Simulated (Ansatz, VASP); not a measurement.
Si: VASP beside Ansatz

```xyz
4
Lattice="3.9073 0.0000 0.0000 -1.9536 3.3838 0.0000 0.0000 0.0000 6.4656" Properties=species:S:1:pos:R:3 pbc="T T T"
Si    0.0000    2.2559    0.0036
Si    1.9536    1.1279    3.2364
Si    0.0000    2.2559    2.4210
Si    1.9536    1.1279    5.6538
```

Alike in both runs: task single point; functional r2SCAN; k mesh 6 × 6 × 4; no spin polarisation.

|  | VASP | Ansatz |
| --- | --- | --- |
| version | VASP 6.6.1 | Ansatz 0.2.0 |
| potentials or method | VASP PAW PBE potentials, release 64 (Si) | plane waves, PAW |
| plane-wave cutoff (eV) | 520 | 500 |
| occupations | gaussian, width 0.01 eV | fixed |
| valence electrons in the cell | 16 | 16 |

|  | VASP | Ansatz | Ansatz less VASP |
| --- | --- | --- | --- |
| gap on the k mesh at the Fermi level (eV) | 0.73 | 0.72 | -0.013 |
| pressure (GPa) | -5.2 | -4.9 | +0.21 |
| traceless stress, the component that is largest in VASP (GPa) | -0.18 | -0.17 | +0.008 |
| rms of the force components (eV/Å) | 0.019 | 0.018 | -0.0007 |

VASP's potentials were made for PBE, not for r2SCAN. Atom by atom the forces differ by 0.001 eV/Å (rms over components).
